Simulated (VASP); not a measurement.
# RbBr (Fm-3m) in VASP: a series of runs

RbBr is run at these levels: PBE; tasks: single point.

Program: VASP 6.6.1. These are calculated values, not measurements. Logs are shortened: lines on timing, memory, paths and dates and some standing lists are left out, and cuts for length are marked.

## (1) The cell of the first run

It takes space group Fm-3m (No. 225, cubic). Conventional cell: a = 7.035 Å, b = 7.035 Å, c = 7.035 Å, α = 90.00°, β = 90.00°, γ = 90.00°. Within 4.6 Å of Rb (site symmetry m-3m) lie 6 Br at 3.52 Å. Br (site symmetry m-3m) has 6 Rb at 3.52 Å within 4.6 Å.

## (2) Single point, PBE (volume changed by +5%)

File INCAR:

```
SYSTEM = RbBr
PREC     = Accurate       ! precision mode
ENCUT    = 500            ! plane-wave cutoff, eV
EDIFF    = 1E-6           ! SCF threshold, eV
ISMEAR   = 0              ! smearing method
SIGMA    = 0.01           ! smearing width, eV
LREAL    = .False.        ! projectors in reciprocal space
LASPH    = .True.         ! aspherical terms in the spheres
NELM     = 120            ! most SCF steps
ALGO     = Normal         ! electronic algorithm
ISIF     = 2              ! what is computed and relaxed
LWAVE    = .False.        ! write WAVECAR
LCHARG   = .False.        ! write CHGCAR
GGA      = PE             ! functional
NBANDS   = 15             ! bands
GGA_COMPAT= .False.
```

File KPOINTS:

```
Automatic mesh
0
Gamma
  4 4 4
  0 0 0
```

File POSCAR:

```
RbBr
1.0
    0.0000000000      3.5175771634      3.5175771634
    3.5175771634      0.0000000000      3.5175771634
    3.5175771634      3.5175771634      0.0000000000
Rb Br
1 1
Direct
    0.0000000000      0.0000000000      0.0000000000
    0.5000000000      0.5000000000      0.5000000000
```

Potentials or basis: VASP PAW PBE potentials, release 64 (Rb_sv, Br).

The run is started by

```bash
$ cat potpaw_PBE.64/Rb_sv/POTCAR potpaw_PBE.64/Br/POTCAR > POTCAR
$ mpirun -np 1 vasp_std > vasp.out
```

OUTCAR:

```text
SYSTEM = RbBr
   PREC = Accurate
   ENCUT = 500
   EDIFF = 1E-6
   ISMEAR = 0
   LREAL = .False.
   LASPH = .True.
   NELM = 120
   ISIF = 2
   GGA = PE

 ion  position               nearest neighbor table
   1  0.000  0.000  0.000-   2 3.52   2 3.52   2 3.52   2 3.52   2 3.52   2 3.52
   2  0.500  0.500  0.500-   1 3.52   1 3.52   1 3.52   1 3.52   1 3.52   1 3.52

  LATTYP: Found a face centered cubic cell.
 ALAT       =     7.0351543268

  Lattice vectors:

 A1 = (   0.0000000000,   3.5175771634,   3.5175771634)
 A2 = (   3.5175771634,   0.0000000000,   3.5175771634)
 A3 = (   3.5175771634,   3.5175771634,   0.0000000000)

Analysis of symmetry for initial positions (statically):
=====================================================================
 Subroutine PRICEL returns:
 Original cell was already a primitive cell.

 Routine SETGRP: Setting up the symmetry group for a
 face centered cubic supercell.

 Subroutine GETGRP returns: Found 48 space group operations
 (whereof 48 operations were pure point group operations)
 out of a pool of 48 trial point group operations.

The static configuration has the point symmetry O_h .

Analysis of symmetry for dynamics (positions and initial velocities):
=====================================================================
 Subroutine PRICEL returns:
 Original cell was already a primitive cell.

 Routine SETGRP: Setting up the symmetry group for a
 face centered cubic supercell.

 Subroutine GETGRP returns: Found 48 space group operations
 (whereof 48 operations were pure point group operations)
 out of a pool of 48 trial point group operations.

The dynamic configuration has the point symmetry O_h .

 Subroutine INISYM returns: Found 48 space group operations
 (whereof 48 operations are pure point group operations),
 and found     1 'primitive' translations

----------------------------------------------------------------------------------------

                                     Primitive cell

  volume of cell :      87.0484

  direct lattice vectors                    reciprocal lattice vectors
     0.000000000  3.517577163  3.517577163    -0.142143293  0.142143293  0.142143293
     3.517577163  0.000000000  3.517577163     0.142143293 -0.142143293  0.142143293
     3.517577163  3.517577163  0.000000000     0.142143293  0.142143293 -0.142143293

  length of vectors
     4.974605331  4.974605331  4.974605331     0.246199405  0.246199405  0.246199405

  position of ions in fractional coordinates (direct lattice)
     0.000000000  0.000000000  0.000000000
     0.500000000  0.500000000  0.500000000

  ion indices of the primitive-cell ions
   primitive index   ion index
                 1           1
                 2           2

----------------------------------------------------------------------------------------

 KPOINTS: Automatic mesh

Automatic generation of k-mesh.
 Grid dimensions read from file:
 generate k-points for:    4    4    4

 Generating k-lattice:

  Cartesian coordinates                     Fractional coordinates (reciprocal lattice)
    -0.035535823  0.035535823  0.035535823     0.250000000  0.000000000  0.000000000
     0.035535823 -0.035535823  0.035535823     0.000000000  0.250000000  0.000000000
     0.035535823  0.035535823 -0.035535823     0.000000000  0.000000000  0.250000000

  Length of vectors
     0.061549851  0.061549851  0.061549851

  Shift w.r.t. Gamma in fractional coordinates (k-lattice)
     0.000000000  0.000000000  0.000000000

 Subroutine IBZKPT returns following result:
 ===========================================

 Found      8 irreducible k-points:

 Following reciprocal coordinates:
            Coordinates               Weight
  0.000000  0.000000  0.000000      1.000000
  0.250000  0.000000  0.000000      8.000000
  0.500000  0.000000  0.000000      4.000000
  0.250000  0.250000  0.000000      6.000000
  0.500000  0.250000  0.000000     24.000000
 -0.250000  0.250000  0.000000     12.000000
  0.500000  0.500000  0.000000      3.000000
 -0.250000  0.500000  0.250000      6.000000
   k-points           NKPTS =      8   k-points in BZ     NKDIM =      8   number of bands    NBANDS=     15
   number of dos      NEDOS =    301   number of ions     NIONS =      2
   total plane-waves  NPLWV =  46656
   dimension x,y,z NGX =    36 NGY =   36 NGZ =   36
   dimension x,y,z NGXF=    72 NGYF=   72 NGZF=   72
   ions per type =               1   1
   NGX,Y,Z   is equivalent  to a cutoff of  12.03, 12.03, 12.03 a.u.
   NGXF,Y,Z  is equivalent  to a cutoff of  24.06, 24.06, 24.06 a.u.
 SYSTEM =  RbBr
   PREC   = accura    normal or accurate (medium, high low for compatibility)
   ISTART =      0    job   : 0-new  1-cont  2-samecut
   ICHARG =      2    charge: 1-file 2-atom 10-const
   ISPIN  =      1    spin polarized calculation?
   LNONCOLLINEAR =      F non collinear calculations
   LSORBIT =      F    spin-orbit coupling
   LASPH  =      T    aspherical Exc in radial PAW
   ENCUT  =  500.0 eV  36.75 Ry    6.06 a.u.   9.07  9.07  9.07*2*pi/ulx,y,z
   NELM   =    120;   NELMIN=  2; NELMDL= -5     # of ELM steps
   EDIFF  = 0.1E-05   stopping-criterion for ELM
   LREAL  =      F    real-space projection
   EDIFFG = 0.1E-04   stopping-criterion for IOM
   NSW    =      0    number of steps for IOM
   IBRION =     -1    ionic relax: 0-MD 1-quasi-New 2-CG
   NFREE  =      0    steps in history (QN), initial steepest desc. (CG)
   ISIF   =      2    stress and relaxation
   ISYM   =      2    0-nonsym 1-usesym 2-fastsym
   POTIM  = 0.5000    time-step for ionic-motion
   TEBEG  =    0.0;   TEEND  =   0.0 temperature during run
   PSTRESS=    0.0 pullay stress
   NELECT =      16.0000    total number of electrons
   NUPDOWN=      -1.0000    fix difference up-down
   EMIN   =  10.00;   EMAX   =-10.00  energy-range for DOS
   EFERMI =   0.00;   METHOD = LEGACY
   ISMEAR =     0;   SIGMA  =   0.01  broadening in eV -4-tet -1-fermi 0-gaus
   EFERMI_NEDOS =   21; number of points for ismear=-14 and -15
   IALGO  =     38    algorithm
   IMIX   =      4    mixing-type and parameters
     AMIX     =   0.40;   BMIX     =  1.00
     AMIX_MAG =   1.60;   BMIX_MAG =  1.00
  volume/ion in A,a.u.               =      43.52       293.72
  Fermi-wavevector in a.u.,A,eV,Ry     =   0.930810  1.758976 11.788195  0.866408
  Thomas-Fermi vector in A             =   2.057238
   LORBIT       =      0    0 simple, 1 ext, 2 COOP (PROOUT), +10 PAW based schemes
   GGA     = PE    functional components
   LHFCALC =     F    Hartree Fock is set to
   AEXX    =    0.0000 exact exchange contribution
   IVDW    =     0    specifies the selected vdW correction
   LEPSILON=     F    determine dielectric tensor
   LRPA    =     F    only Hartree local field effects (RPA)
 non-spin polarized calculation
 Gauss-broadening in eV      SIGMA  =   0.01
  energy-cutoff  :      500.00
  volume of cell :       87.05
 maximum number of plane-waves:      2229
   NGX = 19   NGY = 19   NGZ = 19

 number of electron      16.0000000 magnetization

 Free energy of the ion-electron system (eV)
  ---------------------------------------------------
  ext. energy  EPLUGINS =         0.00000000
  ---------------------------------------------------
  free energy    TOTEN  =        -6.11530853 eV

  energy without entropy =       -6.11530853  energy(sigma->0) =       -6.11530853

 E-fermi :  -1.8935     XC(G=0):  -6.9290

 val. band max:       -2.0304807228   @ k =   0.0000   0.0000   0.0000
 cond. band min:       2.1404534674   @ k =   0.0000   0.0000   0.0000
 fundamental gap:      4.1709341902
 Fermi energy:        -1.8934924090

 k-point     1 :       0.0000    0.0000    0.0000
  band No.  band energies     occupation
      1     -26.6169      2.00000
      2     -14.1389      2.00000
      3     -10.6872      2.00000
      4     -10.6872      2.00000
      5     -10.6872      2.00000
      6      -2.0305      2.00000
      7      -2.0305      2.00000
      8      -2.0305      2.00000
      9       2.1405      0.00000
     10       5.2167      0.00000
     11       5.2167      0.00000
     12       5.2167      0.00000
     13       6.0524      0.00000
     14       6.0524      0.00000
     15       8.7696      0.00000

 k-point     2 :       0.2500    0.0000    0.0000
  band No.  band energies     occupation
      1     -26.6139      2.00000
      2     -14.1525      2.00000
      3     -10.6907      2.00000
      4     -10.6907      2.00000
      5     -10.6727      2.00000
      6      -2.5179      2.00000
      7      -2.1816      2.00000
      8      -2.1816      2.00000
      9       3.3228      0.00000
     10       5.0436      0.00000
     11       5.8840      0.00000
     12       5.8840      0.00000
     13       6.8179      0.00000
     14       6.8179      0.00000
     15       9.9067      0.00000

 k-point     3 :       0.5000    0.0000    0.0000
  band No.  band energies     occupation
      1     -26.6108      2.00000
      2     -14.1659      2.00000
      3     -10.6941      2.00000
      4     -10.6941      2.00000
      5     -10.6584      2.00000
      6      -2.8934      2.00000
      7      -2.3218      2.00000
      8      -2.3218      2.00000
      9       4.5793      0.00000
     10       5.4058      0.00000
     11       7.2156      0.00000
     12       7.2156      0.00000
     13       7.8768      0.00000
     14       7.8768      0.00000
     15       8.3313      0.00000
[... 55 lines left out ...]
 k-point     7 :       0.5000    0.5000    0.0000
  band No.  band energies     occupation
      1     -26.6091      2.00000
      2     -14.0948      2.00000
      3     -10.8199      2.00000
      4     -10.7400      2.00000
      5     -10.7400      2.00000
      6      -2.4806      2.00000
      7      -2.1838      2.00000
      8      -2.1838      2.00000
      9       3.6455      0.00000
     10       4.8044      0.00000
     11       6.7741      0.00000
     12       7.0157      0.00000
     13       7.0920      0.00000
     14       8.4888      0.00000
     15       8.4888      0.00000

 k-point     8 :      -0.2500    0.5000    0.2500
  band No.  band energies     occupation
      1     -26.6090      2.00000
      2     -14.1148      2.00000
      3     -10.7799      2.00000
      4     -10.7799      2.00000
      5     -10.6766      2.00000
      6      -2.4504      2.00000
      7      -2.3574      2.00000
      8      -2.3574      2.00000
      9       4.9623      0.00000
     10       4.9623      0.00000
     11       5.9050      0.00000
     12       6.2646      0.00000
     13       8.4806      0.00000
     14       8.5242      0.00000
     15       8.5871      0.00000

------------------------ aborting loop because EDIFF is reached ----------------------------------------

  FORCE on cell =-STRESS in cart. coord.  units (eV):
  Direction    XX          YY          ZZ          XY          YZ          ZX
  --------------------------------------------------------------------------------------
  -------------------------------------------------------------------------------------
  Total       -0.0400491     -0.0400491     -0.0400491      0.0000000      0.0000000      0.0000000
  in kB       -0.7371280     -0.7371280     -0.7371280      0.0000000      0.0000000      0.0000000
  external PRESSURE =      -0.7371280 kB  Pullay stress =       0.0000000 kB

 VOLUME and BASIS-vectors are now :
 -----------------------------------------------------------------------------
  energy-cutoff  :      500.00
  volume of cell :       87.05
      direct lattice vectors                 reciprocal lattice vectors
     0.000000000  3.517577163  3.517577163    -0.142143293  0.142143293  0.142143293
     3.517577163  0.000000000  3.517577163     0.142143293 -0.142143293  0.142143293
     3.517577163  3.517577163  0.000000000     0.142143293  0.142143293 -0.142143293

 POSITION                                       TOTAL-FORCE (eV/Angst)
 -----------------------------------------------------------------------------------
      0.00000      0.00000      0.00000         0.000000     -0.000000     -0.000000
      3.51758      3.51758      3.51758        -0.000000      0.000000      0.000000
 -----------------------------------------------------------------------------------
    total drift:                                0.000000      0.000000      0.000000

  FREE ENERGIE OF THE ION-ELECTRON SYSTEM (eV)
  ---------------------------------------------------
  free  energy   TOTEN  =        -6.1153085263 eV

  energy  without entropy=       -6.1153085263  energy(sigma->0) =       -6.11530853
```

It took 5.9 s on 1 thread of Intel Xeon 6975P-C (Granite Rapids), shared host; peak memory 0.2 GiB.

Results:

| Property | Result |
| --- | --- |
| Free energy | -6.1153 eV |
| Pressure | -0.1 GPa |
| Band gap on the k mesh | 4.17 eV, direct |

Levels at points of the mesh, in eV from the valence-band top:
```csv
k point,band 6,band 7,band 8,band 9,band 10,band 11
"(0.00, 0.00, 0.00)",0.00,0.00,0.00,4.17,7.25,7.25
"(0.50, 0.00, 0.00)",-0.86,-0.29,-0.29,6.61,7.44,9.25
"(0.50, 0.50, 0.00)",-0.45,-0.15,-0.15,5.68,6.83,8.80
```

## (3) Single point, PBE (volume changed by +10%)

File INCAR:

```
SYSTEM = RbBr
PREC = Accurate
ENCUT = 500
EDIFF = 1E-6
ISMEAR = 0
SIGMA = 0.01
LREAL = .FALSE.
LASPH = .TRUE.
NELM = 120
ALGO = Normal
ISIF = 2
LWAVE = .FALSE.
LCHARG = .FALSE.
GGA = PE
NBANDS = 15
GGA_COMPAT = .FALSE.
```

File KPOINTS:

```
regular mesh
0
G
  4 4 4
  0 0 0
```

File POSCAR:

```
RbBr
1.0
    0.0000000000      3.5725481856      3.5725481856
    3.5725481856      0.0000000000      3.5725481856
    3.5725481856      3.5725481856      0.0000000000
Rb Br
1 1
Direct
    0.0000000000      0.0000000000      0.0000000000
    0.5000000000      0.5000000000      0.5000000000
```

Potentials or basis: VASP PAW PBE potentials, release 64 (Rb_sv, Br).

The run is started by

```bash
$ cat potpaw_PBE.64/Rb_sv/POTCAR potpaw_PBE.64/Br/POTCAR > POTCAR
$ mpirun -np 1 vasp_std > vasp.out
```

Run time: 8 s. Hardware: 1 thread of Intel Xeon 6975P-C (Granite Rapids), shared host; peak memory 0.23 GiB.

The run converged. Its results:

```
Free energy            : -6.1072 eV
Pressure               : -0.6 GPa
Band gap on the k mesh : 4.06 eV, direct
```

Levels at points of the mesh, in eV from the valence-band top:
```tsv
k point	band 4	band 5	band 6	band 7	band 8	band 9	band 10	band 11	band 12	band 13
(0.00, 0.00, 0.00)	-8.76	-8.76	0.00	0.00	0.00	4.06	7.22	7.22	7.22	8.02
(0.50, 0.00, 0.00)	-8.77	-8.74	-0.79	-0.26	-0.26	6.49	7.26	9.10	9.10	9.75
(0.50, 0.50, 0.00)	-8.81	-8.81	-0.43	-0.15	-0.15	5.70	6.66	8.57	8.94	8.95
```
